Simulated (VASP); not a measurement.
# Ta (R-3m) in VASP: notebook, part 2 of 3

VASP 6.6.1. The steps go on from the part before.

## (3) Electric field gradients, PBEsol (equal xy, yz and zx shear strains of -3 %)

Input file INCAR:

```
SYSTEM = Ta
PREC = Accurate ; ENCUT = 520
EDIFF = 1E-8 ; ISMEAR = -1
SIGMA = 0.08 ; LREAL = .False.
LASPH = .True. ; NELM = 80
ALGO = Normal ; ISIF = 2
LWAVE = .False. ; LCHARG = .False.
GGA = PS ; LEFG = .True.
NBANDS = 12
```

Input file KPOINTS:

```
Automatic mesh
0
Gamma
  17 17 17
  0 0 0
```

Input file POSCAR:

```
Ta
1.0
   -1.7008184000      1.6512800000      1.6512800000
    1.6512800000     -1.7008184000      1.6512800000
    1.6512800000      1.6512800000     -1.7008184000
Ta
1
Direct
    0.0000000000      0.0000000000      0.0000000000
```

Potentials or basis: VASP PAW PBE potentials, release 64 (Ta_pv).

Started as:

```console
$ cat potpaw_PBE.64/Ta_pv/POTCAR > POTCAR
$ mpirun -np 1 vasp_std > vasp.out
```

OUTCAR:

```text
SYSTEM = Ta
   PREC = Accurate
   ENCUT = 520
   EDIFF = 1E-8
   ISMEAR = -1
   LREAL = .False.
   LASPH = .True.
   NELM = 80
   ISIF = 2
   GGA = PS

 ion  position               nearest neighbor table
   1  0.000  0.000  0.000-

  LATTYP: Found a trigonal (rhomboedric) cell.
 ALAT       =     2.8889850305
 COS(alpha) =    -0.3463033748

  Lattice vectors:

 A1 = (  -1.7008184000,   1.6512800000,   1.6512800000)
[... 567 lines left out ...]
    total drift:                                0.000000      0.000000     -0.000000

  FREE ENERGIE OF THE ION-ELECTRON SYSTEM (eV)
  ---------------------------------------------------
  free  energy   TOTEN  =       -12.5513589927 eV

  energy  without entropy=      -12.5230464040  energy(sigma->0) =      -12.53720270

 Electric field gradients (V/A^2)
---------------------------------------------------------------------
 ion       V_xx      V_yy      V_zz      V_xy      V_xz      V_yz
---------------------------------------------------------------------
   1      -0.000    -0.000     0.000    26.778    26.778    26.778
---------------------------------------------------------------------

 Electric field gradients after diagonalization (V/A^2)
 (convention: |V_zz| > |V_xx| > |V_yy|)
----------------------------------------------------------------------
 ion       V_xx      V_yy      V_zz     asymmetry (V_yy - V_xx)/ V_zz
----------------------------------------------------------------------
   1     -26.778   -26.778    53.556       0.000
----------------------------------------------------------------------

           NMR quadrupolar parameters

 Cq : quadrupolar parameter    Cq=e*Q*V_zz/h
 eta: asymmetry parameters     (V_yy - V_xx)/ V_zz
 Q  : nuclear electric quadrupole moment in mb (millibarn)
----------------------------------------------------------------------
 ion       Cq(MHz)       eta       Q (mb)
----------------------------------------------------------------------
   1       0.129       0.000       1.000
----------------------------------------------------------------------
```

OSZICAR:

```text
N       E                     dE             d eps       ncg     rms          rms(c)
DAV:   1     0.605910875463E+02    0.60591E+02   -0.61137E+03 11768   0.875E+02
DAV:   2    -0.120115207295E+02   -0.72603E+02   -0.70729E+02 13220   0.246E+02
DAV:   3    -0.130560183552E+02   -0.10445E+01   -0.10341E+01 14012   0.276E+01
DAV:   4    -0.130587659922E+02   -0.27476E-02   -0.27474E-02 13028   0.158E+00
DAV:   5    -0.130587749602E+02   -0.89681E-05   -0.89679E-05 14112   0.858E-02    0.138E+01
DAV:   6    -0.126693579824E+02    0.38942E+00   -0.30746E-01 14000   0.585E+00    0.669E+00
DAV:   7    -0.125528178635E+02    0.11654E+00   -0.26773E-01 13760   0.504E+00    0.378E-01
DAV:   8    -0.125513876148E+02    0.14302E-02   -0.85689E-03 12572   0.753E-01    0.120E-01
DAV:   9    -0.125513610775E+02    0.26537E-04   -0.10396E-04 13744   0.107E-01    0.268E-02
DAV:  10    -0.125513596838E+02    0.13937E-05   -0.41755E-06 13076   0.173E-02    0.519E-03
DAV:  11    -0.125513590691E+02    0.61463E-06   -0.17144E-07 13584   0.352E-03    0.193E-03
DAV:  12    -0.125513590092E+02    0.59935E-07   -0.39119E-08 12996   0.212E-03    0.116E-04
DAV:  13    -0.125513589953E+02    0.13917E-07   -0.31512E-10  6532   0.183E-04    0.232E-05
DAV:  14    -0.125513589927E+02    0.25464E-08   -0.11781E-11  6248   0.404E-05
   1 F= -.12551359E+02 E0= -.12537203E+02  d E =-.283126E-01
```

It took 1.9 min on 1 thread of Intel Xeon Platinum 8259CL at 2.50GHz (Skylake/Cascade Lake), shared host; peak memory 0.23 GiB.

What came out:

```
Free energy                             : -12.5514 eV
Pressure                                : -3.3 GPa
Band gap on the k mesh                  : zero (an odd number of electrons rules out a gap without spin polarisation)
Largest electric field gradient by atom : Ta +53.6 V/Å²
```

Levels at points of the mesh, in eV from the Fermi level:
| k point | band 3 | band 4 | band 5 | band 6 | band 7 | band 8 | band 9 | band 10 |
| --- | --- | --- | --- | --- | --- | --- | --- | --- |
| (0.00, 0.00, 0.00) | -32.91 | -7.93 | 0.24 | 0.92 | 0.92 | 4.06 | 4.06 | 14.48 |

Electric field gradients, principal values (V/Å²):
```
atom    least   middle  greatest (by size)
1 Ta  -26.778  -26.778              53.556
```

Caveat: the cell differs from its parent crystal (equal xy, yz and zx shear strains of -3 %); the cell stands under tension; without QUAD_EFG the Cq values of the log hold for a quadrupole moment of 1 mb, not for the nuclei; the PAW data sets were made with another functional, which shifts forces and pressure a little; spin-orbit coupling is left out, which moves the levels of the heavy elements.

## (4) Electric field gradients, PBEsol (equal xy, yz and zx shear strains of -1 %)

Input file INCAR:

```
SYSTEM = Ta
ALGO     = Normal         ! electronic algorithm
EDIFF    = 1E-8           ! SCF threshold, eV
ENCUT    = 520            ! plane-wave cutoff, eV
GGA      = PS             ! functional
ISIF     = 2              ! what is computed and relaxed
ISMEAR   = -1             ! smearing method
LASPH    = .TRUE.         ! aspherical terms in the spheres
LCHARG   = .FALSE.        ! write CHGCAR
LEFG     = .TRUE.       
LREAL    = .FALSE.        ! projectors in reciprocal space
LWAVE    = .FALSE.        ! write WAVECAR
NBANDS   = 12             ! bands
NELM     = 60             ! most SCF steps
PREC     = Accurate       ! precision mode
SIGMA    = 0.08           ! smearing width, eV
```

Input file KPOINTS:

```
k-points
0
G
  17 17 17
  0 0 0
```

Input file POSCAR:

```
Ta
1.0
   -1.6677928000      1.6512800000      1.6512800000
    1.6512800000     -1.6677928000      1.6512800000
    1.6512800000      1.6512800000     -1.6677928000
Ta
1
Direct
    0.0000000000      0.0000000000      0.0000000000
```

Potentials or basis: VASP PAW PBE potentials, release 64 (Ta_pv).

Started as:

```console
$ cat potpaw_PBE.64/Ta_pv/POTCAR > POTCAR
$ mpirun -np 1 vasp_std > vasp.out
```

OUTCAR:

```text
SYSTEM = Ta
   EDIFF = 1E-8
   ENCUT = 520
   GGA = PS
   ISIF = 2
   ISMEAR = -1
   LASPH = .TRUE.
   LREAL = .FALSE.
   NELM = 60
   PREC = Accurate

 ion  position               nearest neighbor table
   1  0.000  0.000  0.000-

  LATTYP: Found a trigonal (rhomboedric) cell.
 ALAT       =     2.8696662002
 COS(alpha) =    -0.3377371610

  Lattice vectors:

 A1 = (  -1.6677928000,   1.6512800000,   1.6512800000)
 A2 = (   1.6512800000,  -1.6677928000,   1.6512800000)
 A3 = (   1.6512800000,   1.6512800000,  -1.6677928000)

Analysis of symmetry for initial positions (statically):
=====================================================================
 Subroutine PRICEL returns:
 Original cell was already a primitive cell.

 Routine SETGRP: Setting up the symmetry group for a
[... 543 lines left out ...]
  external PRESSURE =     -35.9334438 kB  Pullay stress =       0.0000000 kB

 VOLUME and BASIS-vectors are now :
 -----------------------------------------------------------------------------
  energy-cutoff  :      520.00
  volume of cell :       18.01
      direct lattice vectors                 reciprocal lattice vectors
    -1.667792800  1.651280000  1.651280000     0.003043323  0.304332285  0.304332285
     1.651280000 -1.667792800  1.651280000     0.304332285  0.003043323  0.304332285
     1.651280000  1.651280000 -1.667792800     0.304332285  0.304332285  0.003043323

 POSITION                                       TOTAL-FORCE (eV/Angst)
 -----------------------------------------------------------------------------------
      0.00000      0.00000      0.00000         0.000000      0.000000     -0.000000
 -----------------------------------------------------------------------------------
    total drift:                                0.000000      0.000000     -0.000000

  FREE ENERGIE OF THE ION-ELECTRON SYSTEM (eV)
  ---------------------------------------------------
  free  energy   TOTEN  =       -12.5607752172 eV

  energy  without entropy=      -12.5331706236  energy(sigma->0) =      -12.54697292

 Electric field gradients (V/A^2)
---------------------------------------------------------------------
 ion       V_xx      V_yy      V_zz      V_xy      V_xz      V_yz
---------------------------------------------------------------------
   1       0.000     0.000    -0.000     7.285     7.285     7.285
---------------------------------------------------------------------

 Electric field gradients after diagonalization (V/A^2)
 (convention: |V_zz| > |V_xx| > |V_yy|)
----------------------------------------------------------------------
 ion       V_xx      V_yy      V_zz     asymmetry (V_yy - V_xx)/ V_zz
----------------------------------------------------------------------
   1      -7.285    -7.285    14.570       0.000
----------------------------------------------------------------------

           NMR quadrupolar parameters

 Cq : quadrupolar parameter    Cq=e*Q*V_zz/h
 eta: asymmetry parameters     (V_yy - V_xx)/ V_zz
 Q  : nuclear electric quadrupole moment in mb (millibarn)
----------------------------------------------------------------------
 ion       Cq(MHz)       eta       Q (mb)
----------------------------------------------------------------------
   1       0.035       0.000       1.000
----------------------------------------------------------------------
```

stdout:

```text
POSCAR found type information on POSCAR Ta
 POSCAR found :  1 types and       1 ions
 scaLAPACK will be used
 -----------------------------------------------------------------------------
|                                                                             |
|                                                                             |
|     You enforced a specific xc type in the INCAR file but a different       |
|     I HOPE YOU KNOW WHAT YOU ARE DOING!                                     |
|                                                                             |
 -----------------------------------------------------------------------------

 LDA part: xc-table for (Slater+PW92), standard interpolation
 POSCAR, INCAR and KPOINTS ok, starting setup
 FFT: planning ... GRIDC
 FFT: planning ... GRID_SOFT
 FFT: planning ... GRID
 WAVECAR not read
 entering main loop
ion   1
```

Run time: 95 s. Hardware: 1 thread of Intel Xeon Platinum 8259CL at 2.50GHz (Skylake/Cascade Lake), shared host; peak memory 0.22 GiB.

What came out:

```yaml
Free_energy: -12.5608 eV
Pressure: -3.6 GPa
Band_gap_on_the_k_mesh: zero (an odd number of electrons rules out a gap without spin polarisation)
Largest_electric_field_gradient_by_atom: Ta +14.6 V/Å²
```

Electric field gradients, principal values (V/Å²):
```
atom   least  middle  greatest (by size)
1 Ta  -7.285  -7.285              14.570
```

Caveat: the cell differs from its parent crystal (equal xy, yz and zx shear strains of -1 %); the cell stands under tension; without QUAD_EFG the Cq values of the log hold for a quadrupole moment of 1 mb, not for the nuclei; the PAW data sets were made with another functional, which shifts forces and pressure a little; spin-orbit coupling is left out, which moves the levels of the heavy elements.

## (5) Electric field gradients, PBEsol (equal xy, yz and zx shear strains of -1 %)

Input file INCAR:

```
PREC = Accurate
ENCUT = 520
EDIFF = 1E-8
ISMEAR = -1
SIGMA = 0.08
LREAL = F
LASPH = T
NELM = 100
ALGO = Normal
ISIF = 2
LWAVE = F
LCHARG = F
GGA = PS
LEFG = T
NBANDS = 12
```

Input file KPOINTS:

```
regular mesh
0
Gamma
  17 17 17
```

POSCAR is that of step 4.

Potentials or basis: VASP PAW PBE potentials, release 64 (Ta_pv).

Started as:

```console
$ cat potpaw_PBE.64/Ta_pv/POTCAR > POTCAR
$ mpirun -np 1 vasp_std > vasp.out
```

OUTCAR:

```text
PREC = Accurate
   ENCUT = 520
   EDIFF = 1E-8
   ISMEAR = -1
   LREAL = F
   LASPH = T
   NELM = 100
   ISIF = 2
   GGA = PS

 ion  position               nearest neighbor table
   1  0.000  0.000  0.000-

  LATTYP: Found a trigonal (rhomboedric) cell.
 ALAT       =     2.8696662002
 COS(alpha) =    -0.3377371610

  Lattice vectors:

[... 567 lines left out ...]
 -----------------------------------------------------------------------------------
    total drift:                                0.000000      0.000000     -0.000000

  FREE ENERGIE OF THE ION-ELECTRON SYSTEM (eV)
  ---------------------------------------------------
  free  energy   TOTEN  =       -12.5607752172 eV

  energy  without entropy=      -12.5331706236  energy(sigma->0) =      -12.54697292

 Electric field gradients (V/A^2)
---------------------------------------------------------------------
 ion       V_xx      V_yy      V_zz      V_xy      V_xz      V_yz
---------------------------------------------------------------------
   1       0.000     0.000    -0.000     7.285     7.285     7.285
---------------------------------------------------------------------

 Electric field gradients after diagonalization (V/A^2)
 (convention: |V_zz| > |V_xx| > |V_yy|)
----------------------------------------------------------------------
 ion       V_xx      V_yy      V_zz     asymmetry (V_yy - V_xx)/ V_zz
----------------------------------------------------------------------
   1      -7.285    -7.285    14.570       0.000
----------------------------------------------------------------------

           NMR quadrupolar parameters

 Cq : quadrupolar parameter    Cq=e*Q*V_zz/h
 eta: asymmetry parameters     (V_yy - V_xx)/ V_zz
 Q  : nuclear electric quadrupole moment in mb (millibarn)
----------------------------------------------------------------------
 ion       Cq(MHz)       eta       Q (mb)
----------------------------------------------------------------------
   1       0.035       0.000       1.000
----------------------------------------------------------------------
```

OSZICAR:

```text
N       E                     dE             d eps       ncg     rms          rms(c)
DAV:   1     0.600148044855E+02    0.60015E+02   -0.60831E+03 11792   0.874E+02
DAV:   2    -0.120381647506E+02   -0.72053E+02   -0.70198E+02 13124   0.244E+02
DAV:   3    -0.130699161862E+02   -0.10318E+01   -0.10207E+01 13952   0.274E+01
DAV:   4    -0.130726435365E+02   -0.27274E-02   -0.27270E-02 13060   0.156E+00
DAV:   5    -0.130726523648E+02   -0.88283E-05   -0.88282E-05 13984   0.849E-02    0.138E+01
DAV:   6    -0.126796439464E+02    0.39301E+00   -0.31019E-01 14044   0.589E+00    0.666E+00
DAV:   7    -0.125622899490E+02    0.11735E+00   -0.27044E-01 13824   0.506E+00    0.366E-01
DAV:   8    -0.125608168710E+02    0.14731E-02   -0.81725E-03 12588   0.761E-01    0.124E-01
DAV:   9    -0.125607786163E+02    0.38255E-04   -0.12866E-04 13648   0.119E-01    0.238E-02
DAV:  10    -0.125607755211E+02    0.30951E-05   -0.32561E-06 13068   0.183E-02    0.354E-03
DAV:  11    -0.125607752976E+02    0.22353E-06   -0.18038E-07 13236   0.423E-03    0.136E-03
DAV:  12    -0.125607752270E+02    0.70605E-07   -0.23063E-08 12896   0.165E-03    0.852E-05
DAV:  13    -0.125607752172E+02    0.98019E-08   -0.18208E-10  6504   0.145E-04
   1 F= -.12560775E+02 E0= -.12546973E+02  d E =-.276046E-01
```

It took 100 s on 1 thread of Intel Xeon Platinum 8259CL at 2.50GHz (Skylake/Cascade Lake), shared host; peak memory 0.22 GiB.

What came out:

```yaml
Free_energy: -12.5608 eV
Pressure: -3.6 GPa
Band_gap_on_the_k_mesh: zero (an odd number of electrons rules out a gap without spin polarisation)
Largest_electric_field_gradient_by_atom: Ta +14.6 V/Å²
```

Stress tensor (GPa, compression positive):
```
-3.59  0.74  0.74
 0.74 -3.59  0.74
 0.74  0.74 -3.59
```

Electric field gradients, principal values (V/Å²):
```
atom   least  middle  greatest (by size)
1 Ta  -7.285  -7.285              14.570
```

Caveat: the cell differs from its parent crystal (equal xy, yz and zx shear strains of -1 %); the cell stands under tension; without QUAD_EFG the Cq values of the log hold for a quadrupole moment of 1 mb, not for the nuclei; the PAW data sets were made with another functional, which shifts forces and pressure a little; spin-orbit coupling is left out, which moves the levels of the heavy elements.

(Part 2 of 3 ends here.)
